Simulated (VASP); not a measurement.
Input of a VASP 6.6.1 run:

The input INCAR:

```
  ALGO = Fast
  EDIFF = 1E-7
  ENCUT = 520
  GGA = CA
  ISIF = 2
  ISMEAR = 0
  LASPH = True
  LCHARG = True
  LELF = True
  LREAL = False
  LVHAR = True
  LWAVE = False
  NBANDS = 12
  NELM = 60
  PREC = Accurate
  SIGMA = 0.15
```

Contents of KPOINTS:

```
k-points
0
Gamma
  22 22 22
```

Contents of POSCAR:

```
Zn
1.0
   -0.8919695124      1.5553585809      1.5553585809
    1.5553585809     -0.8919695124      1.5553585809
    1.5553585809      1.5553585809     -0.8919695124
Zn
1
Direct
    0.0000000000      0.0000000000      0.0000000000
```

Potentials or basis: VASP PAW LDA potentials, release 64 (Zn).

The run is started by

```sh
$ cat potpaw_LDA.64/Zn/POTCAR > POTCAR
$ mpirun -np 1 vasp_std > vasp.out
```

Task: What does it give for the band gap on the k mesh?

Result: Zero (band 6 reaches 9.72 eV, above the bottom of band 7 at 1.12 eV).

Task: What does it give for the pressure?

Result: 22.1 GPa.

Stress tensor (GPa, compression positive):
```
22.09 -2.34 -2.34
-2.34 22.09 -2.34
-2.34 -2.34 22.09
```
